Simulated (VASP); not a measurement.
# BN (F-43m) in VASP: G0W0 quasiparticle levels with PBE

Aim: the G0W0 quasiparticle levels of BN with PBE.

Everything below comes from runs of VASP 6.6.1. Logs are shortened: lines on timing, memory, paths and dates and some standing lists are left out, and cuts for length are marked.

### Step 1. The cell of the first run

The structure is cubic, space group F-43m (No. 216). The conventional cell has a = 3.610 Å, b = 3.610 Å, c = 3.610 Å, α = 90.00°, β = 90.00°, γ = 90.00°. B (site symmetry -43m) has 4 N at 1.56 Å within 2.1 Å. N (site symmetry -43m) has 4 B at 1.56 Å within 2.1 Å.

### Step 2. G0W0 quasiparticle levels, PBE

Contents of POSCAR:

```
BN
1.0
    0.0000000000      1.8048254650      1.8048254650
    1.8048254650      0.0000000000      1.8048254650
    1.8048254650      1.8048254650      0.0000000000
B N
1 1
Direct
    0.0000000000      0.0000000000      0.0000000000
    0.2500000000      0.2500000000      0.2500000000
```

Contents of INCAR.step1:

```
  PREC = Accurate
  ENCUT = 500
  EDIFF = 1E-8
  ISMEAR = 0
  SIGMA = 0.01
  LREAL = False
  LASPH = True
  NELM = 100
  ALGO = Normal
  LWAVE = True
  LCHARG = False
  GGA = PE
```

Contents of INCAR.step2:

```
  PREC = Accurate
  ENCUT = 500
  EDIFF = 1E-8
  ISMEAR = 0
  SIGMA = 0.01
  LREAL = False
  LASPH = True
  NELM = 1
  ALGO = Exact
  LWAVE = True
  LCHARG = False
  GGA = PE
  NBANDS = 53
  LOPTICS = True
  ISTART = 1
```

Contents of INCAR.step3:

```
  PREC = Accurate
  ENCUT = 500
  EDIFF = 1E-8
  ISMEAR = 0
  SIGMA = 0.01
  LREAL = False
  LASPH = True
  ALGO = EVGW0
  LWAVE = False
  LCHARG = False
  GGA = PE
  NELMGW = 1
  NBANDS = 53
  ENCUTGW = 150.0
  NOMEGA = 48
  PRECFOCK = Fast
  ISTART = 1
  NBANDSGW = 12
```

Contents of KPOINTS:

```
regular mesh
0
Gamma
  6 6 6
```

Potentials or basis: VASP PAW PBE potentials, release 64 (B_GW, N_GW).

The run is started by

```
cat potpaw_PBE.64/B_GW/POTCAR potpaw_PBE.64/N_GW/POTCAR > POTCAR
cp INCAR.step1 INCAR
mpirun -np 1 vasp_std > vasp.out
cp INCAR.step2 INCAR
mpirun -np 1 vasp_std > vasp.out
cp INCAR.step3 INCAR
mpirun -np 1 vasp_std > vasp.out
```

OUTCAR:

```text
PREC = Accurate
   ENCUT = 500
   EDIFF = 1E-8
   ISMEAR = 0
   LREAL = False
   LASPH = True
   GGA = PE
   NELMGW = 1
   ENCUTGW = 150.0
   PRECFOCK = Fast
   ISTART = 1

 ion  position               nearest neighbor table
   1  0.000  0.000  0.000-   2 1.56   2 1.56   2 1.56   2 1.56
   2  0.250  0.250  0.250-   1 1.56   1 1.56   1 1.56   1 1.56

  LATTYP: Found a face centered cubic cell.
 ALAT       =     3.6096509300

  Lattice vectors:

 A1 = (   0.0000000000,   1.8048254650,   1.8048254650)
 A2 = (   1.8048254650,   0.0000000000,   1.8048254650)
 A3 = (   1.8048254650,   1.8048254650,   0.0000000000)

Analysis of symmetry for initial positions (statically):
=====================================================================
 Subroutine PRICEL returns:
 Original cell was already a primitive cell.

 Routine SETGRP: Setting up the symmetry group for a
 face centered cubic supercell.

 Subroutine GETGRP returns: Found 24 space group operations
 (whereof 24 operations were pure point group operations)
 out of a pool of 48 trial point group operations.

The static configuration has the point symmetry T_d .

Analysis of symmetry for dynamics (positions and initial velocities):
=====================================================================
 Subroutine PRICEL returns:
 Original cell was already a primitive cell.

 Routine SETGRP: Setting up the symmetry group for a
 face centered cubic supercell.

 Subroutine GETGRP returns: Found 24 space group operations
 (whereof 24 operations were pure point group operations)
 out of a pool of 48 trial point group operations.

The dynamic configuration has the point symmetry T_d .

 Subroutine INISYM returns: Found 24 space group operations
 (whereof 24 operations are pure point group operations),
 and found     1 'primitive' translations

----------------------------------------------------------------------------------------

                                     Primitive cell

  volume of cell :      11.7581

[... 78 lines left out ...]
   NELM   =     60;   NELMIN=  2; NELMDL=  0     # of ELM steps
   EDIFF  = 0.1E-07   stopping-criterion for ELM
   LREAL  =      F    real-space projection
   EDIFFG = 0.1E-06   stopping-criterion for IOM
   NSW    =      0    number of steps for IOM
   IBRION =     -1    ionic relax: 0-MD 1-quasi-New 2-CG
   NFREE  =      0    steps in history (QN), initial steepest desc. (CG)
   ISIF   =      0    stress and relaxation
   ISYM   =      3    0-nonsym 1-usesym 2-fastsym
   POTIM  = 0.5000    time-step for ionic-motion
   TEBEG  =    0.0;   TEEND  =   0.0 temperature during run
   PSTRESS=    0.0 pullay stress
   NELECT =       8.0000    total number of electrons
   NUPDOWN=      -1.0000    fix difference up-down
   EMIN   =  10.00;   EMAX   =-10.00  energy-range for DOS
   EFERMI =   0.00;   METHOD = LEGACY
   ISMEAR =     0;   SIGMA  =   0.01  broadening in eV -4-tet -1-fermi 0-gaus
   EFERMI_NEDOS =   21; number of points for ismear=-14 and -15
   IALGO  =     38    algorithm
   IMIX   =      4    mixing-type and parameters
     AMIX     =   0.40;   BMIX     =  1.00
     AMIX_MAG =   1.60;   BMIX_MAG =  1.00
  volume/ion in A,a.u.               =       5.88        39.67
  Fermi-wavevector in a.u.,A,eV,Ry     =   1.439880  2.720979 28.208337  2.073254
  Thomas-Fermi vector in A             =   2.558686
   LORBIT       =      0    0 simple, 1 ext, 2 COOP (PROOUT), +10 PAW based schemes
   GGA     = PE    functional components
   LHFCALC =     T    Hartree Fock is set to
   PRECFOCK=fast      Normal, Fast or Accurate (Low or Medium for compatibility)
   ENCUT4O =  -1.0   cutoff for four orbital integrals eV
   NKREDX  =     1    reduce k-point grid by
   NKREDY  =     1    reduce k-point grid by
   NKREDZ  =     1    reduce k-point grid by
   AEXX    =    1.0000 exact exchange contribution
   HFSCREEN=    0.0000 screening length (either q_TF or 0.3 A-1)
   HFSCREENC=   0.0000 screening length for correlation (either q_TF or 0.3 A-1)
   ENCUTFOCK=  -1.0 apply spherical cutoff to Coloumb kernel
   IVDW    =     0    specifies the selected vdW correction
   LEPSILON=     F    determine dielectric tensor
   LRPA    =     F    only Hartree local field effects (RPA)
   LRPAFORCE           =     F    calculate RPA forces
   ENCUTGW             = 150.0    cutoff for response function in eV
   ENCUTGWSOFT         = 120.0    soft cutoff for Coulomb kernel in GW response function in eV
   ENCUTLF             =  -1.0    cutoff for local field effects
   NELMGW              =     1    number of iterations in solving QP/BSE equation
   NELMHF              =     1    number of iterations in the inner HF iteration
   NKREDLFX            =     1    NKREDLFY  =   1   NKREDLFZ  =   1
 non-spin polarized calculation
 Gauss-broadening in eV      SIGMA  =   0.01
  energy-cutoff  :      500.00
  volume of cell :       11.76
 maximum number of plane-waves:       310
 NGX is ok and might be reduce to    20
  NGX = 12; NGY = 12; NGZ = 12
   NGX =  9   NGY =  9   NGZ =  9
 maximum number of plane-waves:        59

 QP shifts <psi_nk| G(iteration)W_0 |psi_nk>: iteration 1
 for sc-GW calculations column KS-energies equals QP-energies in previous step
 and V_xc(KS)=  KS-energies - (<T + V_ion + V_H > + <T+V_H+V_ion>^1  + <V_x>^1)

 k-point   1 :       0.0000    0.0000    0.0000
  band No.  KS-energies  QP-energies   sigma(KS)   V_xc(KS)     V^pw_x(r,r')   Z            occupation Imag(sigma)

      1     -12.7664     -14.7522     -18.0520     -15.4971     -26.5176       0.7773       2.0000       1.4673
      2       7.5171       6.7585     -19.2193     -18.2998     -21.9092       0.8249       2.0000       0.0899
      3       7.5171       6.7585     -19.2193     -18.2998     -21.9092       0.8249       2.0000       0.0899
      4       7.5171       6.7585     -19.2193     -18.2998     -21.9092       0.8249       2.0000       0.0899
      5      16.3585      17.7235     -12.1612     -13.8009      -7.0177       0.8324       0.0000      -0.1112
      6      16.3585      17.7235     -12.1612     -13.8009      -7.0177       0.8324       0.0000      -0.1112
      7      16.3585      17.7235     -12.1612     -13.8009      -7.0177       0.8324       0.0000      -0.1112
      8      17.9365      19.1436     -13.9633     -15.4444      -8.3820       0.8150       0.0000      -0.1369
      9      32.3460      32.8685     -10.7983     -11.4569      -3.3124       0.7934       0.0000      -0.6091
     10      35.3495      36.6152     -11.8309     -13.3424      -5.4646       0.8374       0.0000      -0.5816
     11      35.3495      36.6152     -11.8309     -13.3424      -5.4646       0.8374       0.0000      -0.5816
     12      35.9536      36.5846     -10.3509     -11.1067      -3.0540       0.8348       0.0000      -0.9698
[... 228 lines left out ...]
      1      -6.9251      -8.4595     -19.5225     -17.4809     -26.9063       0.7516       2.0000       0.6941
      2      -0.7040      -2.3020     -17.5049     -15.4654     -22.1106       0.7835       2.0000       0.2038
      3       1.2943      -0.0800     -17.5305     -15.8126     -21.4612       0.8000       2.0000       0.1521
      4       1.3344       0.0197     -16.9713     -15.3355     -20.6535       0.8037       2.0000       0.1439
      5      15.3084      16.3388     -12.6693     -13.9037      -7.8517       0.8347       0.0000      -0.1077
      6      19.5701      20.7221     -12.1701     -13.5608      -6.6699       0.8283       0.0000      -0.1325
      7      22.6632      24.2659     -13.1921     -15.2165      -6.4472       0.7917       0.0000      -0.2234
      8      24.3752      26.0736     -13.4543     -15.6215      -6.4999       0.7837       0.0000      -0.2512
      9      27.1737      28.8112     -14.1323     -16.2398      -6.8276       0.7770       0.0000      -0.3420
     10      33.4907      35.0113     -12.0092     -13.9142      -4.2245       0.7982       0.0000      -0.7561
     11      37.7926      38.8651     -11.5793     -12.8791      -4.1988       0.8251       0.0000      -0.9786
     12      40.9414      42.2698     -11.3410     -12.9550      -3.8572       0.8231       0.0000      -1.0741
```

OUTCAR.step2:

```text
PREC = Accurate
   ENCUT = 500
   EDIFF = 1E-8
   ISMEAR = 0
   LREAL = False
[... 849 lines left out ...]
     0.00000     4.80531     4.80531     4.80531     0.00000     0.00000    -0.00000
     1.91791     4.90006     4.90006     4.90006     0.00000     0.00000    -0.00000
     3.83582     5.22483     5.22483     5.22483     0.00000     0.00000    -0.00000
     5.75373     5.94380     5.94380     5.94380     0.00000     0.00000    -0.00000
     7.67164     7.76071     7.76071     7.76071     0.00000     0.00000    -0.00000
     9.58955    12.59812    12.59812    12.59812     0.00000    -0.00000    -0.00000
[... 92 lines left out ...]
   187.95527     0.97285     0.97285     0.97285    -0.00000    -0.00000    -0.00000
   189.87318     0.97343     0.97343     0.97343    -0.00000    -0.00000    -0.00000
```

It took 2.9 min on 1 thread of Intel Xeon 8259CL, shared host; peak memory 0.21 GiB.

What came out:

| Item | Value |
| --- | --- |
| Band gap on the k mesh, mean-field level | 4.47 eV, indirect (least direct gap 8.84 eV) |
| Quasiparticle gap | 5.95 eV |
| Least direct quasiparticle gap | 10.96 eV |

Caveat: the k points lie up to 0.50 Å⁻¹ apart; bands, screening cutoff and mesh are small and nothing is extrapolated, so the quasiparticle values aren't converged. A k mesh can miss the band edges.
